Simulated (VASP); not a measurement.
# Al in VASP: notebook, part 2 of 2

VASP 6.6.1.

## (3) Single point, LDA

File INCAR:

```
PREC     = Accurate       # precision mode
ENCUT    = 520            # plane-wave cutoff, eV
EDIFF    = 1E-6           # SCF threshold, eV
ISMEAR   = 0              # smearing method
SIGMA    = 0.1            # smearing width, eV
LREAL    = False          # projectors in reciprocal space
LASPH    = True           # aspherical terms in the spheres
NELM     = 60             # most SCF steps
ALGO     = Normal         # electronic algorithm
ISIF     = 2              # what is computed and relaxed
LWAVE    = False          # write WAVECAR
LCHARG   = False          # write CHGCAR
LDIPOL   = True         
IDIPOL   = 3            
DIPOL    = 0.5 0.5 0.500
NBANDS   = 18             # bands
```

File KPOINTS:

```
Automatic mesh
0
Gamma
  12 12 1
```

File POSCAR:

```
Al
1.0
    2.8168441069      0.0000000000      0.0000000000
   -1.4084220535      2.4394585551      0.0000000000
    0.0000000000      0.0000000000     26.4997179115
Al
6
Direct
    0.6666666667      0.3333333333      0.2832070183
    0.3333333333      0.6666666667      0.3709103874
    0.0000000000      0.0000000000      0.4567633065
    0.6666666667      0.3333333333      0.5432366899
    0.3333333333      0.6666666667      0.6290896178
    0.0000000000      0.0000000000      0.7167929801
```

Potentials or basis: VASP PAW LDA potentials, release 64 (Al).

Run with:

```console
> cat potpaw_LDA.64/Al/POTCAR > POTCAR
> mpirun -np 1 vasp_std > vasp.out
```

OUTCAR:

```text
PREC = Accurate
   ENCUT = 520
   EDIFF = 1E-6
   ISMEAR = 0
   LREAL = False
   LASPH = True
   NELM = 60
   ISIF = 2

 ion  position               nearest neighbor table
   1  0.667  0.333  0.283-   2 2.84   2 2.84   2 2.84
   2  0.333  0.667  0.371-   3 2.80   3 2.80   3 2.80   1 2.84   1 2.84   1 2.84
   3  0.000  0.000  0.457-   2 2.80   2 2.80   2 2.80   4 2.81   4 2.81   4 2.81
   4  0.667  0.333  0.543-   5 2.80   5 2.80   5 2.80   3 2.81   3 2.81   3 2.81
   5  0.333  0.667  0.629-   4 2.80   4 2.80   4 2.80   6 2.84   6 2.84   6 2.84
   6  0.000  0.000  0.717-   5 2.84   5 2.84   5 2.84

  LATTYP: Found a hexagonal cell.
 ALAT       =     2.8168441069
 C/A-ratio  =     9.4075912283

  Lattice vectors:

 A1 = (   2.8168441069,   0.0000000000,   0.0000000000)
 A2 = (  -1.4084220535,   2.4394585551,   0.0000000000)
 A3 = (   0.0000000000,   0.0000000000,  26.4997179115)

Analysis of symmetry for initial positions (statically):
=====================================================================
 Subroutine PRICEL returns:
 Original cell was already a primitive cell.

 Routine SETGRP: Setting up the symmetry group for a
 hexagonal supercell.

 Subroutine GETGRP returns: Found 12 space group operations
 (whereof  6 operations were pure point group operations)
 out of a pool of 24 trial point group operations.

The static configuration has the point symmetry C_3v.
 The point group associated with its full space group is D_3d.

Analysis of symmetry for dynamics (positions and initial velocities):
=====================================================================
 Subroutine PRICEL returns:
 Original cell was already a primitive cell.

 Routine SETGRP: Setting up the symmetry group for a
 hexagonal supercell.

 Subroutine GETGRP returns: Found 12 space group operations
 (whereof  6 operations were pure point group operations)
 out of a pool of 24 trial point group operations.

The dynamic configuration has the point symmetry C_3v.
 The point group associated with its full space group is D_3d.

 Subroutine INISYM returns: Found 12 space group operations
 (whereof  6 operations are pure point group operations),
 and found     1 'primitive' translations

----------------------------------------------------------------------------------------

                                     Primitive cell

  volume of cell :     182.0948

  direct lattice vectors                    reciprocal lattice vectors
     2.816844107  0.000000000  0.000000000     0.355007222  0.204963515  0.000000000
    -1.408422054  2.439458555  0.000000000     0.000000000  0.409927030  0.000000000
     0.000000000  0.000000000 26.499717911     0.000000000  0.000000000  0.037736251

  length of vectors
     2.816844107  2.816844107 26.499717911     0.409927030  0.409927030  0.037736251

  position of ions in fractional coordinates (direct lattice)
     0.666666667  0.333333333  0.283207018
     0.333333333  0.666666667  0.370910387
     0.000000000  0.000000000  0.456763307
     0.666666667  0.333333333  0.543236690
     0.333333333  0.666666667  0.629089618
     0.000000000  0.000000000  0.716792980

  ion indices of the primitive-cell ions
   primitive index   ion index
                 1           1
                 2           2
                 3           3
                 4           4
                 5           5
[... 51 lines left out ...]
   total plane-waves  NPLWV = 115200
   dimension x,y,z NGX =    24 NGY =   24 NGZ =  200
   dimension x,y,z NGXF=    48 NGYF=   48 NGZF=  400
   ions per type =               6
   NGX,Y,Z   is equivalent  to a cutoff of  14.16, 14.16, 12.55 a.u.
   NGXF,Y,Z  is equivalent  to a cutoff of  28.33, 28.33, 25.09 a.u.
 SYSTEM =  unknown system
   PREC   = accura    normal or accurate (medium, high low for compatibility)
   ISTART =      0    job   : 0-new  1-cont  2-samecut
   ICHARG =      2    charge: 1-file 2-atom 10-const
   ISPIN  =      1    spin polarized calculation?
   LNONCOLLINEAR =      F non collinear calculations
   LSORBIT =      F    spin-orbit coupling
   LASPH  =      T    aspherical Exc in radial PAW
   ENCUT  =  520.0 eV  38.22 Ry    6.18 a.u.   5.24  5.24 49.27*2*pi/ulx,y,z
   NELM   =     60;   NELMIN=  2; NELMDL= -5     # of ELM steps
   EDIFF  = 0.1E-05   stopping-criterion for ELM
   LREAL  =      F    real-space projection
   EDIFFG = 0.1E-04   stopping-criterion for IOM
   NSW    =      0    number of steps for IOM
   IBRION =     -1    ionic relax: 0-MD 1-quasi-New 2-CG
   NFREE  =      0    steps in history (QN), initial steepest desc. (CG)
   ISIF   =      2    stress and relaxation
   ISYM   =      2    0-nonsym 1-usesym 2-fastsym
   POTIM  = 0.5000    time-step for ionic-motion
   TEBEG  =    0.0;   TEEND  =   0.0 temperature during run
   PSTRESS=    0.0 pullay stress
   NELECT =      18.0000    total number of electrons
   NUPDOWN=      -1.0000    fix difference up-down
   EMIN   =  10.00;   EMAX   =-10.00  energy-range for DOS
   EFERMI =   0.00;   METHOD = LEGACY
   ISMEAR =     0;   SIGMA  =   0.10  broadening in eV -4-tet -1-fermi 0-gaus
   EFERMI_NEDOS =   21; number of points for ismear=-14 and -15
   IALGO  =     38    algorithm
   IMIX   =      4    mixing-type and parameters
     AMIX     =   0.40;   BMIX     =  1.00
     AMIX_MAG =   1.60;   BMIX_MAG =  1.00
  volume/ion in A,a.u.               =      30.35       204.81
  Fermi-wavevector in a.u.,A,eV,Ry     =   0.756949  1.430426  7.795750  0.572971
  Thomas-Fermi vector in A             =   1.855185
   LORBIT       =      0    0 simple, 1 ext, 2 COOP (PROOUT), +10 PAW based schemes
   GGA     = CA    functional components
   LHFCALC =     F    Hartree Fock is set to
   AEXX    =    0.0000 exact exchange contribution
   IVDW    =     0    specifies the selected vdW correction
   LEPSILON=     F    determine dielectric tensor
   LRPA    =     F    only Hartree local field effects (RPA)
 non-spin polarized calculation
 Gauss-broadening in eV      SIGMA  =   0.10
  energy-cutoff  :      520.00
  volume of cell :      182.09
 maximum number of plane-waves:      4948
 NGX is ok and might be reduce to    24
   NGX = 11   NGY = 11   NGZ = 99

 dipolmoment           0.000000      0.000000     -0.000000 electrons x Angstroem

 number of electron      18.0000000 magnetization

 dipolmoment           0.000000      0.000000      0.000000 electrons x Angstroem

 Free energy of the ion-electron system (eV)
  ---------------------------------------------------
  ext. energy  EPLUGINS =         0.00000000
  ---------------------------------------------------
  free energy    TOTEN  =       -24.33331410 eV

  energy without entropy =      -24.31471475  energy(sigma->0) =      -24.32401442

 E-fermi :   2.2580     XC(G=0):  -6.1912

 val. band max:        2.1825599401   @ k =   0.4167   0.0833   0.0000
 cond. band min:       2.2601229792   @ k =   0.3333   0.1667   0.0000
 fundamental gap:      0.0775630391
 Fermi energy:         2.2579529339

 k-point     1 :       0.0000    0.0000    0.0000
  band No.  band energies     occupation
      1      -8.8870      2.00000
      2      -8.3541      2.00000
      3      -7.4970      2.00000
      4      -6.3956      2.00000
      5      -4.9678      2.00000
      6      -3.2116      2.00000
[... 376 lines left out ...]
      5      -0.4424      2.00000
      6      -0.2797      2.00000
[... 10 lines left out ...]
     17       4.8452      0.00000
     18       4.9870      0.00000

------------------------ aborting loop because EDIFF is reached ----------------------------------------

 vacuum level on the upper side and lower side of the slab       (xc-potential included)        -0.136        -0.136

  FORCE on cell =-STRESS in cart. coord.  units (eV):
  Direction    XX          YY          ZZ          XY          YZ          ZX
  --------------------------------------------------------------------------------------
  -------------------------------------------------------------------------------------
  Total       -0.8438314     -0.8438314      0.1073428      0.0000000      0.0000000      0.0000000
  in kB       -7.4245263     -7.4245263      0.9444657      0.0000000      0.0000000      0.0000000
  external PRESSURE =      -4.6348623 kB  Pullay stress =       0.0000000 kB

 VOLUME and BASIS-vectors are now :
 -----------------------------------------------------------------------------
  energy-cutoff  :      520.00
  volume of cell :      182.09
      direct lattice vectors                 reciprocal lattice vectors
     2.816844107  0.000000000  0.000000000     0.355007222  0.204963515  0.000000000
    -1.408422054  2.439458555  0.000000000     0.000000000  0.409927030  0.000000000
     0.000000000  0.000000000 26.499717911     0.000000000  0.000000000  0.037736251

 POSITION                                       TOTAL-FORCE (eV/Angst)
 -----------------------------------------------------------------------------------
      1.40842      0.81315      7.50491        -0.000000      0.000000     -0.005068
     -0.00000      1.62631      9.82902        -0.000000      0.000000     -0.010841
      0.00000      0.00000     12.10410         0.000000      0.000000      0.010696
      1.40842      0.81315     14.39562        -0.000000     -0.000000     -0.010696
     -0.00000      1.62631     16.67070         0.000000     -0.000000      0.010841
      0.00000      0.00000     18.99481        -0.000000     -0.000000      0.005068
 -----------------------------------------------------------------------------------
    total drift:                                0.000000     -0.000000      0.000000

  FREE ENERGIE OF THE ION-ELECTRON SYSTEM (eV)
  ---------------------------------------------------
  free  energy   TOTEN  =       -24.3333140988 eV

  energy  without entropy=      -24.3147147485  energy(sigma->0) =      -24.32401442

 vacuum level on the upper side and lower side of the slab         6.419         6.419
```

Run time: 51 s. Hardware: 1 thread of Intel Xeon 6975P-C (Granite Rapids), shared host; peak memory 0.26 GiB.

What came out:

| Quantity | Value |
| --- | --- |
| Free energy | -24.3333 eV |
| Largest force | 0.011 eV/Å |
| Band gap on the k mesh | zero (bands 9 and 10 overlap by 3.29 eV) |

Forces on the atoms (eV/Å):
```
Al   0.000  0.000 -0.005
Al   0.000  0.000 -0.011
Al   0.000  0.000  0.011
Al   0.000  0.000 -0.011
Al   0.000  0.000  0.011
Al   0.000  0.000  0.005
```
